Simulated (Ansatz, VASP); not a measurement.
Two plane-wave programs on Au

File INCAR:

```
PREC = Accurate
ENCUT = 520
EDIFF = 1E-6
ISMEAR = -1
SIGMA = 0.1
LREAL = F
LASPH = T
NELM = 60
ALGO = Normal
ISIF = 2
LWAVE = F
LCHARG = F
GGA = B5
ALDAX = 1.0
AGGAX = 1.0
AGGAC = 1.0
ALDAC = 0.0
NBANDS = 24
```

File KPOINTS:

```
regular mesh
0
Gamma
  9 9 12
```

POSCAR

```
Au
1.0
    4.8724498160      0.0000000000      0.0000000000
   -2.4362249080      4.2196653193      0.0000000000
    0.0000000000      0.0000000000      2.8999393601
Au
3
Direct
    0.0000000000      1.0000000000      0.0000000000
    0.3333333333      0.6666666667      0.5000000000
    0.6666666667      0.3333333333      0.5000000000
```

Input for Ansatz:

```yaml
crystal:
  lattice:
    - [4.872449816, 0.0, 0.0]
    - [-2.436224908, 4.2196653193, 0.0]
    - [0.0, 0.0, 2.8999393601]
  atoms:
    - { symbol: Au, position: [0.0, 1.0, 0.0] }
    - { symbol: Au, position: [0.3333333333, 0.6666666667, 0.5] }
    - { symbol: Au, position: [0.6666666667, 0.3333333333, 0.5] }
hamiltonian:
  xc: blyp
  pseudopotentials:
    kind: paw
    azcp:
      Au: "pseudopotentials/Au.paw.azcp"
basis:
  ecutwfc: 420
  fft_grid_basis: typed
kpoints:
  mp_grid: { grid: [9, 9, 12], shift: [0, 0, 0] }
magnetization:
  spin_polarized: false
scf:
  occupations: { method: fermi_dirac, width: 0.1 }
  lower_state_search: "off"
output:
  stress: true
  write_density: true
  write_potential: true
  elf: true
  volumetric_format: npy
```

Alike in both runs: task single point; functional BLYP; k mesh 9 × 9 × 12; occupations fermi-dirac, width 0.1 eV; no spin polarisation.

|  | VASP | Ansatz |
| --- | --- | --- |
| version | VASP 6.6.1 | Ansatz 0.2.0 |
| potentials or method | VASP PAW PBE potentials, release 64 (Au), cutoff 520 eV | plane waves (420 eV) with PAW, scalar-relativistic |
| valence electrons in the cell | 33 | 57 |

```tsv
	VASP	Ansatz	Ansatz less VASP
pressure (GPa)	0.3	-0.1	-0.40
traceless stress, the component that is largest in VASP (GPa)	-1.05	-1.09	-0.035
```

VASP's potentials were made for PBE, not for BLYP. VASP's potentials hold 33 valence electrons a cell and Ansatz's 57, so a difference there can come from the potentials and not from the codes.

Neither program's run includes spin-orbit coupling.
